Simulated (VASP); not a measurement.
# LiTbH4 (F-43m) in VASP: a series of runs, part 2 of 3

VASP 6.6.1.

## 4. Single point, PBE

This run uses another cell than the first one, of 8.76 Å³/atom.

Contents of INCAR:

```
SYSTEM = LiTbH4
PREC     = Accurate       ! precision mode
ENCUT    = 750            ! plane-wave cutoff, eV
EDIFF    = 1E-6           ! SCF threshold, eV
ISMEAR   = 0              ! smearing method
SIGMA    = 0.02           ! smearing width, eV
LREAL    = .False.        ! projectors in reciprocal space
LASPH    = .True.         ! aspherical terms in the spheres
NELM     = 200            ! most SCF steps
ALGO     = Normal         ! electronic algorithm
ISIF     = 2              ! what is computed and relaxed
LWAVE    = .False.        ! write WAVECAR
LCHARG   = .False.        ! write CHGCAR
GGA      = PE             ! functional
NBANDS   = 17             ! bands
GGA_COMPAT= .False.      
LMAXMIX  = 6              ! l up to which the mixer works
```

Contents of KPOINTS:

```
regular mesh
0
Gamma
  8 8 8
  0 0 0
```

Contents of POSCAR:

```
LiTbH4
1.0
    0.0000000000      2.9729853123      2.9729853123
    2.9729853123      0.0000000000      2.9729853123
    2.9729853123      2.9729853123      0.0000000000
Li Tb H
1 1 4
Direct
    0.2500000000      0.2500000000      0.2500000000
    0.0000000000      0.0000000000      0.0000000000
    0.6264418668      0.6264418668      0.1206743995
    0.6264418668      0.1206743995      0.6264418668
    0.1206743995      0.6264418668      0.6264418668
    0.6264418668      0.6264418668      0.6264418668
```

Potentials or basis: VASP PAW PBE potentials, release 64 (Li_sv, Tb_3, H), 4f in core.

On the command line:

```
> cat potpaw_PBE.64/Li_sv/POTCAR potpaw_PBE.64/Tb_3/POTCAR potpaw_PBE.64/H/POTCAR > POTCAR
> mpirun -np 1 vasp_std > vasp.out
```

OUTCAR:

```text
SYSTEM = LiTbH4
   PREC = Accurate
   ENCUT = 750
   EDIFF = 1E-6
   ISMEAR = 0
   LREAL = .False.
   LASPH = .True.
   NELM = 200
   ISIF = 2
   GGA = PE

 ion  position               nearest neighbor table
   1  0.250  0.250  0.250-   2 2.57   2 2.57   2 2.57   2 2.57
   2  0.000  0.000  0.000-   1 2.57   1 2.57   1 2.57   1 2.57
   3  0.626  0.626  0.121-
   4  0.626  0.121  0.626-
   5  0.121  0.626  0.626-
   6  0.626  0.626  0.626-

  LATTYP: Found a face centered cubic cell.
 ALAT       =     5.9459706246

  Lattice vectors:

 A1 = (   0.0000000000,   2.9729853123,   2.9729853123)
 A2 = (   2.9729853123,   0.0000000000,   2.9729853123)
 A3 = (   2.9729853123,   2.9729853123,   0.0000000000)

Analysis of symmetry for initial positions (statically):
=====================================================================
 Subroutine PRICEL returns:
 Original cell was already a primitive cell.

 Routine SETGRP: Setting up the symmetry group for a
 face centered cubic supercell.

 Subroutine GETGRP returns: Found 24 space group operations
 (whereof 24 operations were pure point group operations)
 out of a pool of 48 trial point group operations.

The static configuration has the point symmetry T_d .

Analysis of symmetry for dynamics (positions and initial velocities):
=====================================================================
 Subroutine PRICEL returns:
 Original cell was already a primitive cell.

 Routine SETGRP: Setting up the symmetry group for a
 face centered cubic supercell.

 Subroutine GETGRP returns: Found 24 space group operations
 (whereof 24 operations were pure point group operations)
 out of a pool of 48 trial point group operations.
[... 127 lines left out ...]
   IMIX   =      4    mixing-type and parameters
     AMIX     =   0.40;   BMIX     =  1.00
     AMIX_MAG =   1.60;   BMIX_MAG =  1.00
  volume/ion in A,a.u.               =       8.76        59.11
  Fermi-wavevector in a.u.,A,eV,Ry     =   1.101316  2.081186 16.502473  1.212898
  Thomas-Fermi vector in A             =   2.237742
   LORBIT       =      0    0 simple, 1 ext, 2 COOP (PROOUT), +10 PAW based schemes
   GGA     = PE    functional components
   LHFCALC =     F    Hartree Fock is set to
   AEXX    =    0.0000 exact exchange contribution
   IVDW    =     0    specifies the selected vdW correction
   LEPSILON=     F    determine dielectric tensor
   LRPA    =     F    only Hartree local field effects (RPA)
 non-spin polarized calculation
 Gauss-broadening in eV      SIGMA  =   0.02
  energy-cutoff  :      750.00
  volume of cell :       52.55
 maximum number of plane-waves:      2477
 NGX is ok and might be reduce to    40
   NGX = 19   NGY = 19   NGZ = 19

 number of electron      16.0000000 magnetization

 Free energy of the ion-electron system (eV)
  ---------------------------------------------------
  ext. energy  EPLUGINS =         0.00000000
  ---------------------------------------------------
  free energy    TOTEN  =       -18.47227203 eV

  energy without entropy =      -18.47227203  energy(sigma->0) =      -18.47227203

 E-fermi :   2.1311     XC(G=0): -10.0201

 val. band max:        2.0315633921   @ k =   0.5000   0.5000   0.0000
 cond. band min:       2.6806577441   @ k =   0.2500   0.2500   0.0000
 fundamental gap:      0.6490943519
 Fermi energy:         2.1311013664

 k-point     1 :       0.0000    0.0000    0.0000
  band No.  band energies     occupation
      1     -44.8692      2.00000
      2     -19.8257      2.00000
      3     -19.8257      2.00000
      4     -19.8257      2.00000
      5      -5.5006      2.00000
      6       1.4674      2.00000
[... 457 lines left out ...]
      4     -19.8679      2.00000
      5      -2.9454      2.00000
      6      -1.6862      2.00000
[... 9 lines left out ...]
     16      11.2616      0.00000
     17      13.5508      0.00000

 [... further k-points ...]

------------------------ aborting loop because EDIFF is reached ----------------------------------------

  FORCE on cell =-STRESS in cart. coord.  units (eV):
  Direction    XX          YY          ZZ          XY          YZ          ZX
  --------------------------------------------------------------------------------------
  -------------------------------------------------------------------------------------
  Total       -0.0093248     -0.0093248     -0.0093248     -0.0000000      0.0000000      0.0000000
  in kB       -0.2842762     -0.2842762     -0.2842762     -0.0000000      0.0000000      0.0000000
  external PRESSURE =      -0.2842762 kB  Pullay stress =       0.0000000 kB

 VOLUME and BASIS-vectors are now :
 -----------------------------------------------------------------------------
  energy-cutoff  :      750.00
  volume of cell :       52.55
      direct lattice vectors                 reciprocal lattice vectors
     0.000000000  2.972985312  2.972985312    -0.168181120  0.168181120  0.168181120
     2.972985312  0.000000000  2.972985312     0.168181120 -0.168181120  0.168181120
     2.972985312  2.972985312  0.000000000     0.168181120  0.168181120 -0.168181120

 POSITION                                       TOTAL-FORCE (eV/Angst)
 -----------------------------------------------------------------------------------
      1.48649      1.48649      1.48649         0.000000      0.000000      0.000000
      0.00000      0.00000      0.00000         0.000000      0.000000      0.000000
      2.22117      2.22117      3.72480        -0.000095     -0.000095      0.000095
      2.22117      3.72480      2.22117        -0.000095      0.000095     -0.000095
      3.72480      2.22117      2.22117         0.000095     -0.000095     -0.000095
      3.72480      3.72480      3.72480         0.000095      0.000095      0.000095
 -----------------------------------------------------------------------------------
    total drift:                                0.000000      0.000000      0.000000

  FREE ENERGIE OF THE ION-ELECTRON SYSTEM (eV)
  ---------------------------------------------------
  free  energy   TOTEN  =       -18.4722720347 eV

  energy  without entropy=      -18.4722720347  energy(sigma->0) =      -18.47227203
```

Wall time 61 s (1 thread of Intel Xeon Platinum 8375C at 2.90GHz (Ice Lake), shared host); peak memory 0.27 GiB.

Results:

| Property | Result |
| --- | --- |
| Free energy | -18.4723 eV |
| Pressure | 0.0 GPa |
| Band gap on the k mesh | 0.65 eV (least direct gap 0.86 eV) |

Levels at points of the mesh, in eV from the valence-band top:
| k point | band 4 | band 5 | band 6 | band 7 | band 8 | band 9 | band 10 | band 11 | band 12 | band 13 |
| --- | --- | --- | --- | --- | --- | --- | --- | --- | --- | --- |
| (0.00, 0.00, 0.00) | -21.86 | -7.53 | -0.56 | -0.56 | -0.56 | 2.98 | 2.98 | 3.16 | 3.16 | 3.16 |
| (0.50, 0.00, 0.00) | -21.88 | -5.34 | -3.51 | -1.09 | -1.09 | 3.59 | 3.59 | 4.29 | 4.42 | 5.02 |
| (0.50, 0.50, 0.00) | -21.93 | -5.03 | -3.99 | 0.00 | 0.00 | 0.87 | 4.09 | 4.16 | 4.16 | 4.30 |

Caveat: spin-orbit coupling is left out, which moves the levels of the heavy elements; the 4f electrons are frozen in the core, so they carry no moment and show no levels.

(Continued in part 3 of 3.)
